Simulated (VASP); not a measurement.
# Se (R-3) in VASP: notebook

Se is run at these levels: PBE; tasks: single point, relaxation of cell and atoms.

Everything below comes from runs of VASP 6.6.1. Logs are shortened: lines on timing, memory, paths and dates and some standing lists are left out, and cuts for length are marked.

## 1. The cell of the first run

Symmetry: R-3, No. 148, trigonal system. Conventional cell: a = 11.050 Å, b = 11.050 Å, c = 5.615 Å, α = 90.00°, β = 90.00°, γ = 120.00°. Se (site symmetry 1) has 2 Se at 2.40 Å within 3.2 Å.

## 2. Single point, PBE

Input file INCAR:

```
ALGO = Normal
EDIFF = 1E-6
ENCUT = 520
GGA = PE
ISIF = 2
ISMEAR = 0
LASPH = T
LCHARG = F
LREAL = F
LWAVE = F
NBANDS = 27
NELM = 100
PREC = Accurate
SIGMA = 0.02
```

Input file KPOINTS:

```
k-points
0
Gamma
  6 6 6
```

Input file POSCAR:

```
Se
1.0
    5.5248840856      3.1897933140      1.8715620827
   -5.5248840856      3.1897933140      1.8715620827
    0.0000000000     -6.3795866282      1.8715620825
Se
6
Direct
    0.2658128846      0.1382672718      0.8857033762
    0.8857033762      0.2658128846      0.1382672718
    0.1382672718      0.8857033762      0.2658128846
    0.7341871154      0.8617327282      0.1142966238
    0.1142966238      0.7341871154      0.8617327282
    0.8617327282      0.1142966238      0.7341871154
```

Potentials or basis: VASP PAW PBE potentials, release 64 (Se).

The run is started by

```
> cat potpaw_PBE.64/Se/POTCAR > POTCAR
> mpirun -np 1 vasp_std > vasp.out
```

OUTCAR:

```text
EDIFF = 1E-6
   ENCUT = 520
   GGA = PE
   ISIF = 2
   ISMEAR = 0
   LASPH = T
   LREAL = F
   NELM = 100
   PREC = Accurate

 ion  position               nearest neighbor table
   1  0.266  0.138  0.886-   5 2.40   6 2.40
   2  0.886  0.266  0.138-   4 2.40   6 2.40
   3  0.138  0.886  0.266-   4 2.40   5 2.40
   4  0.734  0.862  0.114-   2 2.40   3 2.40
   5  0.114  0.734  0.862-   1 2.40   3 2.40
   6  0.862  0.114  0.734-   1 2.40   2 2.40

  LATTYP: Found a trigonal (rhomboedric) cell.
 ALAT       =     6.6484487044
 COS(alpha) =    -0.3811336054

  Lattice vectors:

 A1 = (   5.5248840856,   3.1897933140,   1.8715620827)
 A2 = (  -5.5248840856,   3.1897933140,   1.8715620827)
 A3 = (   0.0000000000,  -6.3795866282,   1.8715620825)

Analysis of symmetry for initial positions (statically):
=====================================================================
 Subroutine PRICEL returns:
 Original cell was already a primitive cell.

 Routine SETGRP: Setting up the symmetry group for a
 trigonal (rhombohedral) supercell.

 Subroutine GETGRP returns: Found  6 space group operations
 (whereof  6 operations were pure point group operations)
 out of a pool of 12 trial point group operations.

The static configuration has the point symmetry S_6 .

Analysis of symmetry for dynamics (positions and initial velocities):
=====================================================================
 Subroutine PRICEL returns:
 Original cell was already a primitive cell.

 Routine SETGRP: Setting up the symmetry group for a
 trigonal (rhombohedral) supercell.

 Subroutine GETGRP returns: Found  6 space group operations
 (whereof  6 operations were pure point group operations)
 out of a pool of 12 trial point group operations.

The dynamic configuration has the point symmetry S_6 .

 Subroutine INISYM returns: Found  6 space group operations
 (whereof  6 operations are pure point group operations),
 and found     1 'primitive' translations

----------------------------------------------------------------------------------------

                                     Primitive cell

  volume of cell :     197.8979

  direct lattice vectors                    reciprocal lattice vectors
     5.524884086  3.189793314  1.871562083     0.090499636  0.052249989  0.178104342
    -5.524884086  3.189793314  1.871562083    -0.090499636  0.052249989  0.178104342
     0.000000000 -6.379586628  1.871562082     0.000000000 -0.104499979  0.178104342

  length of vectors
     6.648448704  6.648448704  6.648448704     0.206497947  0.206497947  0.206497947

  position of ions in fractional coordinates (direct lattice)
     0.265812885  0.138267272  0.885703376
     0.885703376  0.265812885  0.138267272
     0.138267272  0.885703376  0.265812885
     0.734187115  0.861732728  0.114296624
     0.114296624  0.734187115  0.861732728
     0.861732728  0.114296624  0.734187115

  ion indices of the primitive-cell ions
   primitive index   ion index
                 1           1
                 2           2
                 3           3
                 4           4
                 5           5
                 6           6

----------------------------------------------------------------------------------------

 KPOINTS: k-points

Automatic generation of k-mesh.
 Grid dimensions read from file:
 generate k-points for:    6    6    6

 Generating k-lattice:

  Cartesian coordinates                     Fractional coordinates (reciprocal lattice)
     0.015083273  0.008708332  0.029684057     0.166666667  0.000000000  0.000000000
    -0.015083273  0.008708332  0.029684057     0.000000000  0.166666667  0.000000000
     0.000000000 -0.017416663  0.029684057     0.000000000  0.000000000  0.166666667

  Length of vectors
     0.034416325  0.034416325  0.034416325

  Shift w.r.t. Gamma in fractional coordinates (k-lattice)
     0.000000000  0.000000000  0.000000000

 Subroutine IBZKPT returns following result:
 ===========================================

 Found     40 irreducible k-points:

 Following reciprocal coordinates:
            Coordinates               Weight
  0.000000  0.000000  0.000000      1.000000
  0.166667  0.000000  0.000000      6.000000
  0.333333  0.000000 -0.000000      6.000000
  0.500000  0.000000 -0.000000      3.000000
  0.166667  0.166667 -0.000000      6.000000
  0.333333  0.166667 -0.000000      6.000000
[... 16 lines left out ...]
  0.333333  0.333333  0.166667      6.000000
  0.500000  0.333333  0.166667      6.000000
 [... further k-points ...]
   k-points           NKPTS =     40   k-points in BZ     NKDIM =     40   number of bands    NBANDS=     27
   number of dos      NEDOS =    301   number of ions     NIONS =      6
   total plane-waves  NPLWV = 125000
   dimension x,y,z NGX =    50 NGY =   50 NGZ =   50
   dimension x,y,z NGXF=   100 NGYF=  100 NGZF=  100
   ions per type =               6
   NGX,Y,Z   is equivalent  to a cutoff of  12.50, 12.50, 12.50 a.u.
   NGXF,Y,Z  is equivalent  to a cutoff of  25.01, 25.01, 25.01 a.u.
 SYSTEM =  unknown system
   PREC   = accura    normal or accurate (medium, high low for compatibility)
   ISTART =      0    job   : 0-new  1-cont  2-samecut
   ICHARG =      2    charge: 1-file 2-atom 10-const
   ISPIN  =      1    spin polarized calculation?
   LNONCOLLINEAR =      F non collinear calculations
   LSORBIT =      F    spin-orbit coupling
   LASPH  =      T    aspherical Exc in radial PAW
   ENCUT  =  520.0 eV  38.22 Ry    6.18 a.u.  12.36 12.36 12.36*2*pi/ulx,y,z
   NELM   =    100;   NELMIN=  2; NELMDL= -5     # of ELM steps
   EDIFF  = 0.1E-05   stopping-criterion for ELM
   LREAL  =      F    real-space projection
   EDIFFG = 0.1E-04   stopping-criterion for IOM
   NSW    =      0    number of steps for IOM
   IBRION =     -1    ionic relax: 0-MD 1-quasi-New 2-CG
   NFREE  =      0    steps in history (QN), initial steepest desc. (CG)
   ISIF   =      2    stress and relaxation
   ISYM   =      2    0-nonsym 1-usesym 2-fastsym
   POTIM  = 0.5000    time-step for ionic-motion
   TEBEG  =    0.0;   TEEND  =   0.0 temperature during run
   PSTRESS=    0.0 pullay stress
   NELECT =      36.0000    total number of electrons
   NUPDOWN=      -1.0000    fix difference up-down
   EMIN   =  10.00;   EMAX   =-10.00  energy-range for DOS
   EFERMI =   0.00;   METHOD = LEGACY
   ISMEAR =     0;   SIGMA  =   0.02  broadening in eV -4-tet -1-fermi 0-gaus
   EFERMI_NEDOS =   21; number of points for ismear=-14 and -15
   IALGO  =     38    algorithm
   IMIX   =      4    mixing-type and parameters
     AMIX     =   0.40;   BMIX     =  1.00
     AMIX_MAG =   1.60;   BMIX_MAG =  1.00
  volume/ion in A,a.u.               =      32.98       222.58
  Fermi-wavevector in a.u.,A,eV,Ry     =   0.927603  1.752915 11.707085  0.860446
  Thomas-Fermi vector in A             =   2.053690
   LORBIT       =      0    0 simple, 1 ext, 2 COOP (PROOUT), +10 PAW based schemes
   GGA     = PE    functional components
   LHFCALC =     F    Hartree Fock is set to
   AEXX    =    0.0000 exact exchange contribution
   IVDW    =     0    specifies the selected vdW correction
   LEPSILON=     F    determine dielectric tensor
   LRPA    =     F    only Hartree local field effects (RPA)
 non-spin polarized calculation
 Gauss-broadening in eV      SIGMA  =   0.02
  energy-cutoff  :      520.00
  volume of cell :      197.90
 maximum number of plane-waves:      5347
 NGX is ok and might be reduce to    50
   NGX = 25   NGY = 25   NGZ = 25

 number of electron      36.0000002 magnetization

 Free energy of the ion-electron system (eV)
  ---------------------------------------------------
  ext. energy  EPLUGINS =         0.00000000
  ---------------------------------------------------
  free energy    TOTEN  =       -20.89938680 eV

  energy without entropy =      -20.89938680  energy(sigma->0) =      -20.89938680

 E-fermi :   0.8598     XC(G=0):  -7.8437

 val. band max:        0.7628969473   @ k =   0.5000   0.0000  -0.0000
 cond. band min:       2.3346311933   @ k =   0.3333  -0.1667  -0.3333
 fundamental gap:      1.5717342459
 Fermi energy:         0.8597986152

 k-point     1 :       0.0000    0.0000    0.0000
  band No.  band energies     occupation
      1     -14.3218      2.00000
      2     -12.7598      2.00000
      3     -12.7598      2.00000
      4     -10.5663      2.00000
      5     -10.5663      2.00000
      6      -9.2937      2.00000
[... 19 lines left out ...]
     26       7.3033      0.00000
     27       7.3033      0.00000

 k-point     2 :       0.1667    0.0000    0.0000
  band No.  band energies     occupation
      1     -14.2818      2.00000
      2     -12.8320      2.00000
      3     -12.7650      2.00000
      4     -10.6159      2.00000
      5     -10.5017      2.00000
      6      -9.2604      2.00000
[... 19 lines left out ...]
     26       7.3419      0.00000
     27       7.4558      0.00000

 k-point     3 :       0.3333    0.0000   -0.0000
  band No.  band energies     occupation
      1     -14.1910      2.00000
      2     -12.9814      2.00000
      3     -12.7755      2.00000
      4     -10.7037      2.00000
      5     -10.3753      2.00000
      6      -9.2111      2.00000
[... 19 lines left out ...]
     26       7.4916      0.00000
     27       7.8465      0.00000

 k-point     4 :       0.5000    0.0000   -0.0000
  band No.  band energies     occupation
      1     -14.1379      2.00000
      2     -13.0613      2.00000
      3     -12.7809      2.00000
      4     -10.7432      2.00000
      5     -10.3129      2.00000
      6      -9.1941      2.00000
[... 19 lines left out ...]
     26       7.7579      0.00000
     27       8.1692      0.00000
[... 516 lines left out ...]
      4     -10.6194      2.00000
      5     -10.5425      2.00000
      6      -9.1291      2.00000
[... 19 lines left out ...]
     26       7.3064      0.00000
     27       7.6777      0.00000

 k-point    23 :       0.3333    0.3333    0.1667
  band No.  band energies     occupation
      1     -14.0252      2.00000
      2     -13.1307      2.00000
      3     -12.9605      2.00000
      4     -10.6233      2.00000
      5     -10.4020      2.00000
      6      -9.0390      2.00000
[... 19 lines left out ...]
     26       7.3475      0.00000
     27       7.5079      0.00000

 k-point    24 :       0.5000    0.3333    0.1667
  band No.  band energies     occupation
      1     -14.0218      2.00000
      2     -13.1585      2.00000
      3     -12.9254      2.00000
      4     -10.7172      2.00000
      5     -10.4123      2.00000
      6      -8.9133      2.00000
[... 19 lines left out ...]
     26       7.3049      0.00000
     27       7.5689      0.00000

 [... further k-points ...]
[... 5 lines left out ...]
  --------------------------------------------------------------------------------------
  -------------------------------------------------------------------------------------
  Total        0.1256289      0.1256289      0.0737162      0.0000003     -0.0000000      0.0000000
  in kB        1.0170886      1.0170886      0.5968047      0.0000021     -0.0000000      0.0000000
  external PRESSURE =       0.8769939 kB  Pullay stress =       0.0000000 kB

 VOLUME and BASIS-vectors are now :
 -----------------------------------------------------------------------------
  energy-cutoff  :      520.00
  volume of cell :      197.90
      direct lattice vectors                 reciprocal lattice vectors
     5.524884086  3.189793314  1.871562083     0.090499636  0.052249989  0.178104342
    -5.524884086  3.189793314  1.871562083    -0.090499636  0.052249989  0.178104342
     0.000000000 -6.379586628  1.871562082     0.000000000 -0.104499979  0.178104342

 POSITION                                       TOTAL-FORCE (eV/Angst)
 -----------------------------------------------------------------------------------
      0.70467     -4.36149      2.41391         0.005462      0.017363      0.020958
      3.42482      2.79101      2.41391        -0.017767     -0.003951      0.020958
     -4.12950      1.57048      2.41391         0.012306     -0.013411      0.020958
     -0.70467      4.36149      3.20078        -0.005462     -0.017363     -0.020958
     -3.42482     -2.79101      3.20078         0.017767      0.003951     -0.020958
      4.12950     -1.57048      3.20078        -0.012306      0.013411     -0.020958
 -----------------------------------------------------------------------------------
    total drift:                                0.000000     -0.000000      0.000000

  FREE ENERGIE OF THE ION-ELECTRON SYSTEM (eV)
  ---------------------------------------------------
  free  energy   TOTEN  =       -20.8993867972 eV

  energy  without entropy=      -20.8993867972  energy(sigma->0) =      -20.89938680
```

Wall time 2.2 min (1 thread of AMD EPYC 9R45 (Zen 5), shared host); peak memory 0.38 GiB.

What came out:

```
Free energy            : -20.8994 eV
Pressure               : 0.1 GPa
Largest force          : 0.028 eV/Å
Band gap on the k mesh : 1.57 eV, indirect (least direct gap 1.65 eV)
```

Forces in eV/Å, atoms in the order of the input:
```
Se   0.005  0.017  0.021
Se  -0.018 -0.004  0.021
Se   0.012 -0.013  0.021
Se  -0.005 -0.017 -0.021
Se   0.018  0.004 -0.021
Se  -0.012  0.013 -0.021
```

A k mesh can miss the band edges. Expect the measured gap to be larger: semilocal functionals such as PBE lack the derivative discontinuity.

## 3. Relaxation of cell and atoms, PBE

Input file INCAR:

```
SYSTEM = Se
PREC = Accurate ; ENCUT = 600
EDIFF = 1E-6 ; ISMEAR = 0
SIGMA = 0.02 ; LREAL = .False.
LASPH = .True. ; NELM = 100
ALGO = Normal ; ISIF = 3
LWAVE = .False. ; LCHARG = .False.
GGA = PE ; IBRION = 2
NSW = 100 ; EDIFFG = -0.01
```

Input file KPOINTS:

```
regular mesh
0
Gamma
  6 6 6
  0 0 0
```

POSCAR: that of step 2 with these lines changed.

```diff
@@ -4,3 +4,3 @@
    -5.5248840856      3.1897933140      1.8715620827
-    0.0000000000     -6.3795866282      1.8715620825
+    0.0000000000     -6.3795866282      1.8715620826
 Se
```

Potentials or basis: VASP PAW PBE potentials, release 64 (Se).

The run is started by

```
> cat potpaw_PBE.64/Se/POTCAR > POTCAR
> mpirun -np 1 vasp_std > vasp.out
```

It took 4.2 min on 1 thread of AMD EPYC 9R45 (Zen 5), shared host; peak memory 0.46 GiB.

It converged, with:

```
Free energy                            : -20.8998 eV
Relaxed volume                         : 33.02 Å³/atom
Relaxed cell                           : a = 6.652 Å, b = 6.652 Å, c = 6.652 Å, α = 112.41°, β = 112.41°, γ = 112.41°
Space group after relaxing (to 0.05 Å) : R-3 (No. 148)
Energy gained by relaxing              : 0.0 meV/atom
Ionic steps                            : 3
Pressure after relaxing                : 0.0 GPa
Largest force after relaxing           : 0.004 eV/Å
Band gap on the k mesh                 : 1.57 eV, indirect (least direct gap 1.64 eV)
```

Forces in eV/Å, atoms in the order of the input:
```
Se   0.002  0.002  0.003
Se  -0.003  0.000  0.003
Se   0.001 -0.002  0.003
Se  -0.002 -0.002 -0.003
Se   0.003  0.000 -0.003
Se  -0.001  0.002 -0.003
```

Step by step:
| step | energy change (eV) | largest force (eV/Å) | pressure (GPa) | volume (Å³) |
| --- | --- | --- | --- | --- |
| 1 | 0.0000 | 0.0273 | 0.09 | 197.90 |
| 2 | 0.0000 | 0.0203 | -0.09 | 198.40 |
| 3 | -0.0001 | 0.0041 | 0.00 | 198.14 |

Final structure:
```xyz
6
Lattice="5.5275 3.1913 1.8721 -5.5275 3.1913 1.8721 0.0000 -6.3826 1.8721" Properties=species:S:1:pos:R:3 pbc="T T T"
Se    0.7051   -4.3632    2.4151
Se    3.4261    2.7923    2.4151
Se   -4.1312    1.5709    2.4151
Se   -0.7051    4.3632    3.2012
Se   -3.4261   -2.7923    3.2012
Se    4.1312   -1.5709    3.2012
```

Levels at points of the mesh, in eV from the valence-band top:
```
           k point  band 15  band 16  band 17  band 18  band 19  band 20  band 21  band 22
(0.00, 0.00, 0.00)    -0.59    -0.55    -0.32    -0.32     2.21     2.21     2.65     3.00
(0.50, 0.00, 0.00)    -0.94    -0.56    -0.16     0.00     2.16     2.33     2.54     2.87
(0.50, 0.50, 0.00)    -1.02    -0.92    -0.67     0.00     1.64     2.26     2.56     2.63
(0.50, 0.50, 0.50)    -0.98    -0.89    -0.89    -0.55     1.82     1.82     2.54     3.25
```
